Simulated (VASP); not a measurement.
Os: single point with PBE

Os:

```
Os
1.0
     4.52664    0.00000    0.00000
    -2.26332    3.92019    0.00000
     0.00000    0.00000    2.77503
Os
3
Direct
  0.00000 0.00000 0.00000
  0.33333 0.66667 0.50000
  0.66667 0.33333 0.50000
```

- Program: VASP 6.6.1
- Task: single point
- Functional: PBE
- Potentials or basis: VASP PAW PBE potentials, release 64 (Os)
- Cutoff: 520 eV
- k mesh: 6 × 6 × 6
- Occupations: gaussian, width 0.1 eV
- Spin: no spin polarisation

The pressure is -32.1 GPa and the band gap on the k mesh is zero (band 12 reaches 8.54 eV, above the bottom of band 13 at 6.33 eV).

Stress tensor (GPa, compression positive):
```
-37.19   0.00   0.00
  0.00 -37.19   0.00
  0.00   0.00 -21.99
```

Levels at points of the mesh, in eV from the Fermi level:
```tsv
k point	band 10	band 11	band 12	band 13	band 14	band 15
(0.00, 0.00, 0.00)	-2.01	-1.07	-1.07	-1.03	-1.03	1.88
(0.50, 0.00, 0.00)	-0.84	-0.83	0.03	0.19	1.01	1.02
(0.00, 0.00, 0.50)	-2.02	0.74	0.74	1.45	1.45	2.83
(0.50, 0.00, 0.50)	-1.40	-0.75	0.43	1.00	1.40	2.25
```

It took 34 s on 1 thread of AMD EPYC 7R43 64-Core Processor (Zen 3), on a shared host, peak memory 0.14 GiB.

Caveat: the k points lie up to 0.38 Å⁻¹ apart; spin-orbit coupling is left out, which moves the levels of the heavy elements.
